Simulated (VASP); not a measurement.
# AlNi (P4/mmm) in VASP: further runs

The runs below take AlNi through single point, with PBE.

Everything below comes from runs of VASP 6.6.1. Logs are shortened: lines on timing, memory, paths and dates and some standing lists are left out, and cuts for length are marked.

## Step 1: The cell of the first run

It takes space group P4/mmm (No. 123, tetragonal). The conventional cell has a = 2.677 Å, b = 2.677 Å, c = 2.900 Å, α = 90.00°, β = 90.00°, γ = 90.00°. Within 3.1 Å of Al (site symmetry 4/mmm) lie 8 Ni at 2.38 Å and 6 Al at 2.68 to 2.90 Å. Within 3.1 Å of Ni (site symmetry 4/mmm) lie 8 Al at 2.38 Å and 6 Ni at 2.68 to 2.90 Å.

## Step 2: Single point, PBE (normal strain along x -0.0733, normal strain along y -0.0733)

The input, INCAR:

```
PREC = Accurate ; ENCUT = 520
EDIFF = 1E-6 ; ISMEAR = 0
SIGMA = 0.15 ; LREAL = False
LASPH = True ; NELM = 60
ALGO = Fast ; ISIF = 2
LWAVE = False ; LCHARG = False
GGA = PE ; NBANDS = 14
```

The input, KPOINTS:

```
regular mesh
0
Gamma
  16 16 16
```

The input, POSCAR:

```
AlNi
1.0
    1.8929072105     -1.8928758863      0.0000000000
    1.8929072105      1.8928758863      0.0000000000
    0.0000000000      0.0000000000      2.9004437058
Al Ni
1 1
Direct
    0.0000000000      0.0000000000      0.0000000000
    0.5000000000      0.5000000000      0.5000000000
```

Potentials or basis: VASP PAW PBE potentials, release 64 (Al, Ni).

Run with:

```bash
$ cat potpaw_PBE.64/Al/POTCAR potpaw_PBE.64/Ni/POTCAR > POTCAR
$ mpirun -np 1 vasp_std > vasp.out
```

OUTCAR:

```text
PREC = Accurate
   ENCUT = 520
   EDIFF = 1E-6
   ISMEAR = 0
   LREAL = False
   LASPH = True
   NELM = 60
   ISIF = 2
   GGA = PE

 ion  position               nearest neighbor table
   1  0.000  0.000  0.000-   2 2.38   2 2.38   2 2.38   2 2.38   2 2.38   2 2.38   2 2.38   2 2.38

   2  0.500  0.500  0.500-   1 2.38   1 2.38   1 2.38   1 2.38   1 2.38   1 2.38   1 2.38   1 2.38

  LATTYP: Found a base centered orthorhombic cell.
 ALAT       =     3.7857517726
 B/A-ratio  =     1.0000165485
 C/A-ratio  =     0.7661473546

  Lattice vectors:

 A1 = (  -1.8929072105,  -1.8928758863,   0.0000000000)
 A2 = (   1.8929072105,  -1.8928758863,   0.0000000000)
 A3 = (   0.0000000000,   0.0000000000,   2.9004437058)

Analysis of symmetry for initial positions (statically):
=====================================================================
 Subroutine PRICEL returns:
 Original cell was already a primitive cell.

 Routine SETGRP: Setting up the symmetry group for a
 base centered orthorhombic supercell.

 Subroutine GETGRP returns: Found  8 space group operations
 (whereof  8 operations were pure point group operations)
 out of a pool of  8 trial point group operations.

The static configuration has the point symmetry D_2h.

Analysis of symmetry for dynamics (positions and initial velocities):
=====================================================================
 Subroutine PRICEL returns:
 Original cell was already a primitive cell.

 Routine SETGRP: Setting up the symmetry group for a
 base centered orthorhombic supercell.

 Subroutine GETGRP returns: Found  8 space group operations
 (whereof  8 operations were pure point group operations)
 out of a pool of  8 trial point group operations.

The dynamic configuration has the point symmetry D_2h.

 Subroutine INISYM returns: Found  8 space group operations
 (whereof  8 operations are pure point group operations),
 and found     1 'primitive' translations

----------------------------------------------------------------------------------------

                                     Primitive cell

  volume of cell :      20.7848

  direct lattice vectors                    reciprocal lattice vectors
     1.892907210 -1.892875886  0.000000000     0.264143957 -0.264148328  0.000000000
     1.892907210  1.892875886  0.000000000     0.264143957  0.264148328  0.000000000
     0.000000000  0.000000000  2.900443706     0.000000000  0.000000000  0.344774835

[... 93 lines left out ...]
   PSTRESS=    0.0 pullay stress
   NELECT =      13.0000    total number of electrons
   NUPDOWN=      -1.0000    fix difference up-down
   EMIN   =  10.00;   EMAX   =-10.00  energy-range for DOS
   EFERMI =   0.00;   METHOD = LEGACY
   ISMEAR =     0;   SIGMA  =   0.15  broadening in eV -4-tet -1-fermi 0-gaus
   EFERMI_NEDOS =   21; number of points for ismear=-14 and -15
   IALGO  =     68    algorithm
   IMIX   =      4    mixing-type and parameters
     AMIX     =   0.40;   BMIX     =  1.00
     AMIX_MAG =   1.60;   BMIX_MAG =  1.00
  volume/ion in A,a.u.               =      10.39        70.13
  Fermi-wavevector in a.u.,A,eV,Ry     =   1.400041  2.645693 26.668968  1.960114
  Thomas-Fermi vector in A             =   2.523040
   LORBIT       =      0    0 simple, 1 ext, 2 COOP (PROOUT), +10 PAW based schemes
   GGA     = PE    functional components
   LHFCALC =     F    Hartree Fock is set to
   AEXX    =    0.0000 exact exchange contribution
   IVDW    =     0    specifies the selected vdW correction
   LEPSILON=     F    determine dielectric tensor
   LRPA    =     F    only Hartree local field effects (RPA)
 non-spin polarized calculation
 RMM-DIIS sequential band-by-band and
 Gauss-broadening in eV      SIGMA  =   0.15
  energy-cutoff  :      520.00
  volume of cell :       20.78
 maximum number of plane-waves:       576
   NGX =  9   NGY =  9   NGZ = 11

 number of electron      12.9999990 magnetization

 Free energy of the ion-electron system (eV)
  ---------------------------------------------------
  ext. energy  EPLUGINS =         0.00000000
  ---------------------------------------------------
  free energy    TOTEN  =       -10.19934646 eV

  energy without entropy =      -10.18946417  energy(sigma->0) =      -10.19440531

 E-fermi :  12.0062     XC(G=0): -12.7407

 val. band max:       12.0026557621   @ k =   0.3750   0.3750   0.1250
 cond. band min:      12.0077249675   @ k =  -0.3750   0.1875   0.0000
 fundamental gap:      0.0050692054
 Fermi energy:        12.0061732701

 k-point     1 :       0.0000    0.0000    0.0000
  band No.  band energies     occupation
      1      -0.2064      2.00000
      2       7.9634      2.00000
      3       8.0767      2.00000
      4      10.0790      2.00000
      5      10.0791      2.00000
      6      10.3212      2.00000
      7      16.1302      0.00000
      8      19.2253      0.00000
      9      19.2254      0.00000
     10      20.0406      0.00000
     11      20.9118      0.00000
     12      28.6638      0.00000
     13      34.0671      0.00000
     14      34.0673      0.00000
[... 377 lines left out ...]
      1      -0.0391      2.00000
      2       8.0068      2.00000
      3       8.0954      2.00000
      4      10.0116      2.00000
      5      10.0464      2.00000
      6      10.2450      2.00000
      7      16.3758      0.00000
      8      17.9065      0.00000
      9      18.4681      0.00000
     10      20.5245      0.00000
     11      22.4931      0.00000
     12      29.2670      0.00000
     13      32.7231      0.00000
     14      33.2380      0.00000

 [... further k-points ...]

------------------------ aborting loop because EDIFF is reached ----------------------------------------

  FORCE on cell =-STRESS in cart. coord.  units (eV):
  Direction    XX          YY          ZZ          XY          YZ          ZX
  --------------------------------------------------------------------------------------
  -------------------------------------------------------------------------------------
  Total        4.7491362      4.7498429      3.8376378      0.0000000      0.0000000      0.0000000
  in kB      366.0827832    366.1372583    295.8207676      0.0000000      0.0000000      0.0000000
  external PRESSURE =     342.6802697 kB  Pullay stress =       0.0000000 kB

 VOLUME and BASIS-vectors are now :
 -----------------------------------------------------------------------------
  energy-cutoff  :      520.00
  volume of cell :       20.78
      direct lattice vectors                 reciprocal lattice vectors
     1.892907210 -1.892875886  0.000000000     0.264143957 -0.264148328  0.000000000
     1.892907210  1.892875886  0.000000000     0.264143957  0.264148328  0.000000000
     0.000000000  0.000000000  2.900443706     0.000000000  0.000000000  0.344774835

 POSITION                                       TOTAL-FORCE (eV/Angst)
 -----------------------------------------------------------------------------------
      0.00000      0.00000      0.00000         0.000000     -0.000000      0.000000
      1.89291      0.00000      1.45022        -0.000000      0.000000      0.000000
 -----------------------------------------------------------------------------------
    total drift:                                0.000000      0.000000      0.000000

  FREE ENERGIE OF THE ION-ELECTRON SYSTEM (eV)
  ---------------------------------------------------
  free  energy   TOTEN  =       -10.1993464588 eV

  energy  without entropy=      -10.1894641656  energy(sigma->0) =      -10.19440531
```

OSZICAR:

```text
N       E                     dE             d eps       ncg     rms          rms(c)
DAV:   1     0.424412024099E+02    0.42441E+02   -0.54901E+03 18924   0.101E+03
DAV:   2    -0.100077227421E+02   -0.52449E+02   -0.47574E+02 19860   0.187E+02
DAV:   3    -0.117852108723E+02   -0.17775E+01   -0.17620E+01 23172   0.376E+01
DAV:   4    -0.118080669162E+02   -0.22856E-01   -0.22850E-01 21950   0.392E+00
DAV:   5    -0.118087180059E+02   -0.65109E-03   -0.65108E-03 23574   0.712E-01    0.133E+01
RMM:   6    -0.130871848497E+02   -0.12785E+01   -0.12183E+01 22532   0.437E+01    0.151E+01
RMM:   7    -0.102174295187E+02    0.28698E+01   -0.32704E+00 20978   0.223E+01    0.167E+00
RMM:   8    -0.102087573064E+02    0.86722E-02   -0.53677E-02 20199   0.233E+00    0.703E-01
RMM:   9    -0.102017862662E+02    0.69710E-02   -0.17981E-02 21529   0.978E-01    0.461E-01
RMM:  10    -0.101994368170E+02    0.23494E-02   -0.61683E-03 23265   0.989E-01    0.180E-01
RMM:  11    -0.101994174781E+02    0.19339E-04   -0.84483E-04 25354   0.322E-01    0.995E-02
RMM:  12    -0.101993351207E+02    0.82357E-04   -0.23925E-04 25949   0.159E-01    0.266E-02
RMM:  13    -0.101993450798E+02   -0.99591E-05   -0.88234E-05 25901   0.610E-02    0.110E-02
RMM:  14    -0.101993463690E+02   -0.12892E-05   -0.12012E-05 23684   0.244E-02    0.118E-02
RMM:  15    -0.101993464588E+02   -0.89799E-07   -0.11405E-06 13258   0.841E-03
   1 F= -.10199346E+02 E0= -.10194405E+02  d E =-.988229E-02
```

Wall time 93 s (1 thread of Intel Xeon Platinum 8488C (Sapphire Rapids), shared host); peak memory 0.3 GiB.

Results:

```
Free energy            : -10.1993 eV
Pressure               : 34.3 GPa
Band gap on the k mesh : zero (an odd number of electrons rules out a gap without spin polarisation)
```

Stress tensor (GPa, compression positive):
```
36.61  0.00  0.00
 0.00 36.61  0.00
 0.00  0.00 29.58
```

Caveat: the cell differs from its parent crystal (normal strain along x -0.0733, normal strain along y -0.0733); the stress differs along the axes, from 30 to 37 GPa. Spin polarisation is off, so any magnetic state and its effect on volume and gap are missing.

(Part 1 of 2 ends here.)
